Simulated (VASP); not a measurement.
# CoNiO2 (P4/mmm) in VASP: a series of runs

CoNiO2 is run at these levels: PBE+U; tasks: single point, relaxation of volume and atoms at fixed shape.

Everything below comes from runs of VASP 6.6.1. Logs are shortened: lines on timing, memory, paths and dates and some standing lists are left out, and cuts for length are marked.

**1. The cell of the first run**

Symmetry: P4/mmm, No. 123, tetragonal system. The conventional cell has a = 3.040 Å, b = 3.040 Å, c = 4.258 Å, α = 90.00°, β = 90.00°, γ = 90.00°. Within 2.8 Å of Co (site symmetry 4/mmm) lie 6 O at 2.13 to 2.15 Å. Ni (site symmetry 4/mmm) has 6 O at 2.13 to 2.15 Å within 2.8 Å. O (site symmetry 4/mmm) has 2 Co at 2.13 Å and 4 Ni at 2.15 Å within 2.8 Å. Within 2.8 Å of O (site symmetry 4/mmm) lie 2 Ni at 2.13 Å and 4 Co at 2.15 Å.

**2. Single point, PBE+U, collinear spin, ferromagnetic start**

Input file INCAR:

```
SYSTEM = CoNiO2
PREC     = Accurate       ! precision mode
ENCUT    = 600            ! plane-wave cutoff, eV
EDIFF    = 1E-6           ! SCF threshold, eV
ISMEAR   = -1             ! smearing method
SIGMA    = 0.05           ! smearing width, eV
LREAL    = .False.        ! projectors in reciprocal space
LASPH    = .True.         ! aspherical terms in the spheres
NELM     = 200            ! most SCF steps
ALGO     = Normal         ! electronic algorithm
ISIF     = 2              ! what is computed and relaxed
LWAVE    = .False.        ! write WAVECAR
LCHARG   = .False.        ! write CHGCAR
ISPIN    = 2              ! spin polarisation
MAGMOM   = 2.5 1.5 0 0    ! initial moments
LORBIT   = 11             ! projections on sites
LMAXMIX  = 4              ! l up to which the mixer works
LDAU     = .True.         ! DFT+U
LDAUTYPE = 2            
LDAUL    = 2 2 -1         ! shell
LDAUU    = 2 4 0          ! U, eV
LDAUJ    = 0 0 0        
LDAUPRINT= 1            
GGA      = PE             ! functional
NBANDS   = 28             ! bands
GGA_COMPAT= .False.
```

Input file KPOINTS:

```
Automatic mesh
0
Gamma
  6 6 4
  0 0 0
```

Input file POSCAR:

```
CoNiO2
1.0
    3.0399682951      0.0000000000      0.0000000000
    0.0000000000      3.0399682951      0.0000000000
    0.0000000000      0.0000000000      4.2581932829
Co Ni O
1 1 2
Direct
    0.5000000000      0.5000000000      0.5000000000
    0.0000000000      0.0000000000      0.0000000000
    0.5000000000      0.5000000000      0.0000000000
    0.0000000000      0.0000000000      0.5000000000
```

Potentials or basis: VASP PAW PBE potentials, release 64 (Co, Ni, O).

Launch:

```console
$ cat potpaw_PBE.64/Co/POTCAR potpaw_PBE.64/Ni/POTCAR potpaw_PBE.64/O/POTCAR > POTCAR
$ mpirun -np 1 vasp_std > vasp.out
```

OUTCAR:

```text
SYSTEM = CoNiO2
   PREC = Accurate
   ENCUT = 600
   EDIFF = 1E-6
   ISMEAR = -1
   LREAL = .False.
   LASPH = .True.
   NELM = 200
   ISIF = 2
   ISPIN = 2
   LORBIT = 11
   GGA = PE

 ion  position               nearest neighbor table
   1  0.500  0.500  0.500-   3 2.13   3 2.13   4 2.15   4 2.15   4 2.15   4 2.15   2 3.03   2 3.03
                             2 3.03   2 3.03   2 3.03   2 3.03   2 3.03   2 3.03
   2  0.000  0.000  0.000-   4 2.13   4 2.13   3 2.15   3 2.15   3 2.15   3 2.15   1 3.03   1 3.03
                             1 3.03   1 3.03   1 3.03   1 3.03   1 3.03   1 3.03
   3  0.500  0.500  0.000-   1 2.13   1 2.13   2 2.15   2 2.15   2 2.15   2 2.15
   4  0.000  0.000  0.500-   2 2.13   2 2.13   1 2.15   1 2.15   1 2.15   1 2.15

  LATTYP: Found a simple tetragonal cell.
 ALAT       =     3.0399682951
 C/A-ratio  =     1.4007360833

  Lattice vectors:

 A1 = (   3.0399682951,   0.0000000000,   0.0000000000)
 A2 = (   0.0000000000,   3.0399682951,   0.0000000000)
 A3 = (   0.0000000000,   0.0000000000,   4.2581932829)

Analysis of symmetry for initial positions (statically):
=====================================================================
 Subroutine PRICEL returns:
 Original cell was already a primitive cell.

 Routine SETGRP: Setting up the symmetry group for a
 simple tetragonal supercell.

 Subroutine GETGRP returns: Found 16 space group operations
 (whereof 16 operations were pure point group operations)
 out of a pool of 16 trial point group operations.

The static configuration has the point symmetry D_4h.

Analysis of symmetry for dynamics (positions and initial velocities):
=====================================================================
 Subroutine PRICEL returns:
 Original cell was already a primitive cell.

 Routine SETGRP: Setting up the symmetry group for a
 simple tetragonal supercell.

 Subroutine GETGRP returns: Found 16 space group operations
 (whereof 16 operations were pure point group operations)
 out of a pool of 16 trial point group operations.

The dynamic configuration has the point symmetry D_4h.

Analysis of structural, dynamic, and magnetic symmetry:
=====================================================================
 Subroutine PRICEL returns:
 Original cell was already a primitive cell.

 Routine SETGRP: Setting up the symmetry group for a
 simple tetragonal supercell.

 Subroutine GETGRP returns: Found 16 space group operations
 (whereof 16 operations were pure point group operations)
 out of a pool of 16 trial point group operations.

The overall configuration has the point symmetry D_4h.

 Subroutine INISYM returns: Found 16 space group operations
 (whereof 16 operations are pure point group operations),
 and found     1 'primitive' translations

----------------------------------------------------------------------------------------

                                     Primitive cell

  volume of cell :      39.3517

  direct lattice vectors                    reciprocal lattice vectors
     3.039968295  0.000000000  0.000000000     0.328950799  0.000000000  0.000000000
     0.000000000  3.039968295  0.000000000     0.000000000  0.328950799  0.000000000
     0.000000000  0.000000000  4.258193283     0.000000000  0.000000000  0.234841383

  length of vectors
     3.039968295  3.039968295  4.258193283     0.328950799  0.328950799  0.234841383

  position of ions in fractional coordinates (direct lattice)
[... 147 lines left out ...]
  o =  0.1279  v =  0.0000  0.0000  0.0000  0.0000  0.0000  0.0000 -0.0000 -1.0000 -0.0000 -0.0000      0.0000  0.0000  0.0000  0.0000  0.0000  0.0000  0.0000  0.0000  0.0000  0.0000
  o =  0.1601  v =  0.0000  0.0000  0.0000  0.0000  0.0000  1.0000  0.0000  0.0000  0.0000  0.0000      0.0000  0.0000  0.0000  0.0000  0.0000  0.0000  0.0000  0.0000  0.0000  0.0000
  o =  0.9515  v =  0.0000  0.0000  0.0000  0.0000  0.0000  0.0000  0.8100 -0.0000  0.5865  0.0000      0.0000  0.0000  0.0000  0.0000  0.0000  0.0000  0.0000  0.0000  0.0000  0.0000
  o =  0.9515  v =  0.0000  0.0000  0.0000  0.0000  0.0000  0.0000  0.5865 -0.0000 -0.8100  0.0000      0.0000  0.0000  0.0000  0.0000  0.0000  0.0000  0.0000  0.0000  0.0000  0.0000
  o =  0.9612  v =  0.0000  0.9452 -0.0000 -0.3265 -0.0000  0.0000  0.0000  0.0000  0.0000  0.0000      0.0000  0.0000  0.0000  0.0000  0.0000  0.0000  0.0000  0.0000  0.0000  0.0000
  o =  0.9612  v =  0.0000  0.3265 -0.0000  0.9452 -0.0000  0.0000  0.0000  0.0000  0.0000  0.0000      0.0000  0.0000  0.0000  0.0000  0.0000  0.0000  0.0000  0.0000  0.0000  0.0000
  o =  0.9654  v =  0.0000 -0.0000  0.0000  0.0000 -1.0000  0.0000  0.0000  0.0000  0.0000  0.0000      0.0000  0.0000  0.0000  0.0000  0.0000  0.0000  0.0000  0.0000  0.0000  0.0000
  o =  0.9825  v =  0.0000 -0.0000 -1.0000 -0.0000 -0.0000  0.0000  0.0000  0.0000  0.0000  0.0000      0.0000  0.0000  0.0000  0.0000  0.0000  0.0000  0.0000  0.0000  0.0000  0.0000
  o =  1.0025  v =  1.0000  0.0000  0.0000  0.0000  0.0000  0.0000  0.0000  0.0000  0.0000  0.0000      0.0000  0.0000  0.0000  0.0000  0.0000  0.0000  0.0000  0.0000  0.0000  0.0000

atom =   2  type =  2  l = 2

 onsite density matrix

spin component  1

  1.0153  0.0000  0.0000 -0.0000  0.0000
  0.0000  0.9757 -0.0000  0.0000  0.0000
  0.0000 -0.0000  1.0172  0.0000 -0.0000
 -0.0000  0.0000  0.0000  0.9757 -0.0000
  0.0000  0.0000 -0.0000 -0.0000  0.9749

spin component  2

  0.1600 -0.0000 -0.0000 -0.0000  0.0000
 -0.0000  0.9737 -0.0000 -0.0000 -0.0000
 -0.0000 -0.0000  0.1519 -0.0000 -0.0000
 -0.0000 -0.0000 -0.0000  0.9737  0.0000
  0.0000 -0.0000 -0.0000  0.0000  0.9715

 occupancies and eigenvectors

  o =  0.1519  v =  0.0000  0.0000  0.0000  0.0000  0.0000  0.0000  0.0000  1.0000  0.0000  0.0000      0.0000  0.0000  0.0000  0.0000  0.0000  0.0000  0.0000  0.0000  0.0000  0.0000
  o =  0.1600  v =  0.0000  0.0000  0.0000  0.0000  0.0000  1.0000  0.0000  0.0000  0.0000  0.0000      0.0000  0.0000  0.0000  0.0000  0.0000  0.0000  0.0000  0.0000  0.0000  0.0000
  o =  0.9715  v =  0.0000  0.0000  0.0000  0.0000  0.0000  0.0000  0.0000 -0.0000  0.0000  1.0000      0.0000  0.0000  0.0000  0.0000  0.0000  0.0000  0.0000  0.0000  0.0000  0.0000
  o =  0.9737  v =  0.0000  0.0000  0.0000  0.0000  0.0000  0.0000  0.1721 -0.0000  0.9851 -0.0000      0.0000  0.0000  0.0000  0.0000  0.0000  0.0000  0.0000  0.0000  0.0000  0.0000
  o =  0.9737  v =  0.0000  0.0000  0.0000  0.0000  0.0000  0.0000 -0.9851  0.0000  0.1721  0.0000      0.0000  0.0000  0.0000  0.0000  0.0000  0.0000  0.0000  0.0000  0.0000  0.0000
  o =  0.9749  v =  0.0000  0.0000 -0.0000 -0.0000 -1.0000  0.0000  0.0000  0.0000  0.0000  0.0000      0.0000  0.0000  0.0000  0.0000  0.0000  0.0000  0.0000  0.0000  0.0000  0.0000
  o =  0.9757  v =  0.0000  0.9116 -0.0000 -0.4112  0.0000  0.0000  0.0000  0.0000  0.0000  0.0000      0.0000  0.0000  0.0000  0.0000  0.0000  0.0000  0.0000  0.0000  0.0000  0.0000
  o =  0.9757  v =  0.0000  0.4112  0.0000  0.9116  0.0000  0.0000  0.0000  0.0000  0.0000  0.0000      0.0000  0.0000  0.0000  0.0000  0.0000  0.0000  0.0000  0.0000  0.0000  0.0000
  o =  1.0153  v =  1.0000  0.0000  0.0000  0.0000  0.0000  0.0000  0.0000  0.0000  0.0000  0.0000      0.0000  0.0000  0.0000  0.0000  0.0000  0.0000  0.0000  0.0000  0.0000  0.0000
  o =  1.0172  v =  0.0000 -0.0000 -1.0000  0.0000  0.0000  0.0000  0.0000  0.0000  0.0000  0.0000      0.0000  0.0000  0.0000  0.0000  0.0000  0.0000  0.0000  0.0000  0.0000  0.0000

 number of electron      31.0000012 magnetization       4.8997419

 Free energy of the ion-electron system (eV)
  ---------------------------------------------------
  ext. energy  EPLUGINS =         0.00000000
  ---------------------------------------------------
  free energy    TOTEN  =       -22.69244287 eV

  energy without entropy =      -22.68654287  energy(sigma->0) =      -22.68949287

 E-fermi :   7.1913     XC(G=0): -12.2356

 val. band max:        7.1123076639   @ k =   0.5000   0.1667   0.5000
 cond. band min:       7.1993025896   @ k =   0.3333   0.1667   0.5000
 fundamental gap:      0.0869949257
 Fermi energy:         7.1913331265

 spin component 1

 k-point     1 :       0.0000    0.0000    0.0000
  band No.  band energies     occupation
      1     -12.4130      1.00000
      2     -11.1693      1.00000
      3       1.0321      1.00000
      4       1.5233      1.00000
      5       1.7019      1.00000
      6       1.7368      1.00000
[... 1433 lines left out ...]
     26      21.4599      0.00000
     27      27.2514      0.00000

 [... further k-points ...]

 [bands above 27 left out]

------------------------ aborting loop because EDIFF is reached ----------------------------------------

  FORCE on cell =-STRESS in cart. coord.  units (eV):
  Direction    XX          YY          ZZ          XY          YZ          ZX
  --------------------------------------------------------------------------------------
  -------------------------------------------------------------------------------------
  Total       -1.7155321     -1.7155321      0.1362191      0.0000000      0.0000000      0.0000000
  in kB      -69.8467097    -69.8467097      5.5460659      0.0000000      0.0000000      0.0000000
  external PRESSURE =     -44.7157845 kB  Pullay stress =       0.0000000 kB

 VOLUME and BASIS-vectors are now :
 -----------------------------------------------------------------------------
  energy-cutoff  :      600.00
  volume of cell :       39.35
      direct lattice vectors                 reciprocal lattice vectors
     3.039968295  0.000000000  0.000000000     0.328950799  0.000000000  0.000000000
     0.000000000  3.039968295  0.000000000     0.000000000  0.328950799  0.000000000
     0.000000000  0.000000000  4.258193283     0.000000000  0.000000000  0.234841383

 POSITION                                       TOTAL-FORCE (eV/Angst)
 -----------------------------------------------------------------------------------
      1.51998      1.51998      2.12910         0.000000      0.000000      0.000000
      0.00000      0.00000      0.00000         0.000000      0.000000      0.000000
      1.51998      1.51998      0.00000         0.000000      0.000000      0.000000
      0.00000      0.00000      2.12910         0.000000      0.000000      0.000000
 -----------------------------------------------------------------------------------
    total drift:                                0.000000     -0.000000     -0.000000

  FREE ENERGIE OF THE ION-ELECTRON SYSTEM (eV)
  ---------------------------------------------------
  free  energy   TOTEN  =       -22.6924428677 eV

  energy  without entropy=      -22.6865428658  energy(sigma->0) =      -22.68949287

 total charge

# of ion       s       p       d       tot
------------------------------------------
    1        0.294   0.350   7.130   7.774
    2        0.320   0.364   8.166   8.850
    3        1.547   3.431   0.000   4.978
    4        1.550   3.437   0.000   4.986
--------------------------------------------------
tot          3.710   7.582  15.296  26.588

 magnetization (x)

# of ion       s       p       d       tot
------------------------------------------
    1        0.021   0.018   2.592   2.631
    2        0.011   0.012   1.727   1.750
    3        0.021   0.169   0.000   0.190
    4        0.024   0.223   0.000   0.246
--------------------------------------------------
tot          0.077   0.422   4.319   4.818
```

Wall time 55 s (1 thread of Intel Xeon 6975P-C (Granite Rapids), shared host); peak memory 0.21 GiB.

Results:

| Item | Value |
| --- | --- |
| Free energy | -22.6924 eV |
| Pressure | -4.5 GPa |
| Net moment | 4.90 μB per cell |
| Site moments | Co +2.63; Ni +1.75; O +0.19, +0.25 μB |
| Valence electrons inside the program's atomic spheres | Co 7.77; Ni 8.85; O 4.98, 4.99 |

Eigenvalues of the final occupation matrices:
```csv
site,spin,trace,eigenvalues
site 1 d,1,4.87,0.96 0.96 0.97 0.98 1.00
site 1 d,2,2.28,0.09 0.13 0.16 0.95 0.95
site 2 d,1,4.96,0.97 0.98 0.98 1.02 1.02
site 2 d,2,3.23,0.15 0.16 0.97 0.97 0.97
```

Caveat: the k points lie up to 0.37 Å⁻¹ apart. The state reached can hang on the start; a lower one may exist.

**3. Relaxation of volume and atoms at fixed shape, PBE+U, collinear spin, ferromagnetic start**

This run uses another cell than the first one, of 9.59 Å³/atom, 0.975 times its volume.

Input file INCAR:

```
SYSTEM = CoNiO2
PREC = Accurate ; ENCUT = 600
EDIFF = 1E-7 ; ISMEAR = -1
SIGMA = 0.05 ; LREAL = .FALSE.
LASPH = .TRUE. ; NELM = 200
ALGO = Normal ; ISIF = 8
LWAVE = .FALSE. ; LCHARG = .FALSE.
ISPIN = 2 ; MAGMOM = 2.5 1.5 0 0
LORBIT = 11 ; LMAXMIX = 4
LDAU = .TRUE. ; LDAUTYPE = 2
LDAUL = 2 2 -1 ; LDAUU = 2 4 0
LDAUJ = 0 0 0 ; LDAUPRINT = 1
GGA = PE ; IBRION = 2
NSW = 80 ; EDIFFG = -0.01
GGA_COMPAT = .FALSE. ; NELMIN = 4
```

Input file KPOINTS:

```
Automatic mesh
0
G
  6 6 4
  0 0 0
```

Input file POSCAR:

```
CoNiO2
1.0
    3.0143330000      0.0000000000      0.0000000000
    0.0000000000      3.0143330000      0.0000000000
    0.0000000000      0.0000000000      4.2222850000
Co Ni O
1 1 2
Direct
    0.5000000000      0.5000000000      0.5000000000
    0.0000000000      0.0000000000      0.0000000000
    0.5000000000      0.5000000000      0.0000000000
    0.0000000000      0.0000000000      0.5000000000
```

Potentials or basis: VASP PAW PBE potentials, release 64 (Co, Ni, O).

Launch:

```console
$ cat potpaw_PBE.64/Co/POTCAR potpaw_PBE.64/Ni/POTCAR potpaw_PBE.64/O/POTCAR > POTCAR
$ mpirun -np 1 vasp_std > vasp.out
```

It took 70 s on 1 thread of Intel Xeon 6975P-C (Granite Rapids), shared host; peak memory 0.21 GiB.

The run converged. Its results:

* Free energy: -22.7074 eV
* Relaxed volume: 9.53 Å³/atom
* Relaxed cell: a = 3.008 Å, b = 3.008 Å, c = 4.214 Å, α = 90.00°, β = 90.00°, γ = 90.00°
* Space group after relaxing (to 0.05 Å): P4/mmm (No. 123)
* Energy gained by relaxing: 0.2 meV/atom
* Ionic steps: 3
* Pressure after relaxing: 0.0 GPa
* Net moment: 4.79 μB per cell
* Site moments: Co +2.56; Ni +1.75; O +0.18, +0.24 μB
* Valence electrons inside the program's atomic spheres: Co 7.83; Ni 8.90; O 4.99, 5.00

Stress tensor (GPa, compression positive):
```
-2.39  0.00  0.00
 0.00 -2.39  0.00
 0.00  0.00  4.80
```

The path:
| step | energy change (eV) | largest force (eV/Å) | pressure (GPa) | volume (Å³) |
| --- | --- | --- | --- | --- |
| 1 | 0.0000 | 0.0000 | -0.90 | 38.36 |
| 2 | -0.0006 | 0.0000 | 0.30 | 38.07 |
| 3 | -0.0006 | 0.0000 | 0.01 | 38.14 |

Final structure:
```yaml
crystal:
  lattice:
    - [3.00843, 0.00000, 0.00000]
    - [0.00000, 3.00843, 0.00000]
    - [0.00000, 0.00000, 4.21402]
  atoms:
    - { symbol: Co, position: [0.50000, 0.50000, 0.50000] }
    - { symbol: Ni, position: [0.00000, 0.00000, 0.00000] }
    - { symbol: O, position: [0.50000, 0.50000, 0.00000] }
    - { symbol: O, position: [0.00000, 0.00000, 0.50000] }
```

Levels at points of the mesh, in eV from the Fermi level:
Spin up:
```csv
k point,band 15,band 16,band 17,band 18,band 19,band 20,band 21
"(0.00, 0.00, 0.00)",-2.66,-2.59,-2.50,-2.50,1.31,5.88,10.46
"(0.50, 0.00, 0.00)",-2.28,-1.73,-1.00,-0.46,6.64,6.78,10.26
"(0.50, 0.50, 0.00)",-3.60,-2.96,-2.72,-2.72,5.59,6.27,10.24
"(0.00, 0.00, 0.50)",-2.88,-1.73,-1.70,-1.70,4.97,5.33,12.24
"(0.50, 0.00, 0.50)",-0.85,-0.63,-0.35,0.34,5.35,5.46,9.53
"(0.50, 0.50, 0.50)",-2.82,-2.16,-2.16,-1.21,7.92,8.59,10.07
```
Spin down:
| k point | band 9 | band 10 | band 11 | band 12 | band 13 | band 14 | band 15 | band 16 | band 17 | band 18 |
| --- | --- | --- | --- | --- | --- | --- | --- | --- | --- | --- |
| (0.00, 0.00, 0.00) | -2.25 | -2.23 | -2.23 | -1.04 | -1.04 | -0.51 | 0.57 | 0.90 | 1.03 | 1.76 |
| (0.50, 0.00, 0.00) | -3.48 | -2.76 | -2.10 | -1.09 | -0.48 | 1.14 | 1.31 | 2.46 | 2.92 | 3.06 |
| (0.50, 0.50, 0.00) | -3.50 | -3.39 | -3.05 | -1.33 | -1.33 | 1.04 | 1.28 | 1.35 | 1.47 | 2.35 |
| (0.00, 0.00, 0.50) | -3.30 | -2.19 | -2.19 | -0.57 | -0.47 | -0.47 | 0.78 | 0.81 | 1.38 | 2.36 |
| (0.50, 0.00, 0.50) | -2.79 | -2.64 | -2.54 | -0.67 | -0.47 | 1.15 | 2.96 | 3.00 | 3.07 | 4.14 |
| (0.50, 0.50, 0.50) | -3.05 | -2.86 | -2.86 | -0.85 | -0.85 | 1.32 | 1.36 | 1.36 | 1.94 | 3.16 |

Eigenvalues of the final occupation matrices:
```
    site  spin  trace               eigenvalues
site 1 d     1   4.85  0.96 0.96 0.96 0.97 1.00
site 1 d     2   2.33  0.13 0.13 0.16 0.95 0.95
site 2 d     1   4.97  0.98 0.98 0.98 1.02 1.02
site 2 d     2   3.24  0.16 0.16 0.97 0.97 0.97
```

Caveat: the k points lie up to 0.37 Å⁻¹ apart in the final cell. The state reached can hang on the start; a lower one may exist.
